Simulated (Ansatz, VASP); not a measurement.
KCl in VASP and in Ansatz

```
CELL_PARAMETERS angstrom
3.12128 3.12128 0.00000
-3.12128 3.12128 0.00000
0.00000 3.12128 3.12128
ATOMIC_POSITIONS crystal
K 0.00000 0.00000 0.00000
Cl 0.50000 0.50000 0.00000
```

Alike in both runs: functional PBEsol; k mesh 10 × 10 × 10; occupations fermi-dirac, width 0.05 eV; no spin polarisation.

Ansatz relaxed the structure, and its values are those at the end. VASP's run is a single point on that final structure, the one shown.

```csv
,VASP,Ansatz
version,VASP 6.6.1,Ansatz 0.2.0
potentials or method,"VASP PAW PBE potentials, release 64 (K_sv, Cl)","PAW with Ansatz's default frozen-core files, scalar-relativistic"
plane-wave cutoff (eV),520,420
valence electrons in the cell,16,16
```

Ansatz gave:

| Property | Result |
| --- | --- |
| pressure (GPa) | 0.0 |

**Question.** Estimate VASP's values.

**Answer.** Pressure (GPa): 0.1.

VASP's potentials were made for PBE, not for PBEsol. The functional is the same, so the differences come from potentials, cutoffs and numerics.
